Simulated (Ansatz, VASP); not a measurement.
# AlN: VASP beside Ansatz

```
Al N
1.0
     3.06434    0.00000    0.00000
    -1.53217    2.65379    0.00000
     0.00000    0.00000    4.90333
Al N
2 2
Cartesian
  0.0000 1.7692 0.0000
  1.5322 0.8846 2.4517
  0.0000 1.7692 1.8878
  1.5322 0.8846 4.3394
```

Change from the starting cell: strain -0.015 along x and y, -0.015 along z, atoms carried along.

Alike in both runs: task single point; functional PBEsol; k mesh 12 × 12 × 6; occupations gaussian, width 0.05 eV; no spin polarisation.

```csv
,VASP,Ansatz
version,VASP 6.6.1,Ansatz 0.2.0
potentials or method,"VASP PAW PBE potentials, release 64 (Al, N), cutoff 600 eV","scalar-relativistic, plane waves, PAW"
valence electrons in the cell,16,16
```

```tsv
	VASP	Ansatz	Ansatz less VASP
gap on the k mesh at the Fermi level (eV)	4.49	4.47	-0.019
least direct gap on the mesh (eV)	4.49	4.47	-0.019
pressure (GPa)	10.5	10.6	+0.10
traceless stress, the component that is largest in VASP (GPa)	-2.19	-2.16	+0.032
rms of the force components (eV/Å)	0.104	0.103	-0.0011
```

VASP's potentials were made for PBE, not for PBEsol. Atom by atom the forces differ by 0.001 eV/Å (rms over components).
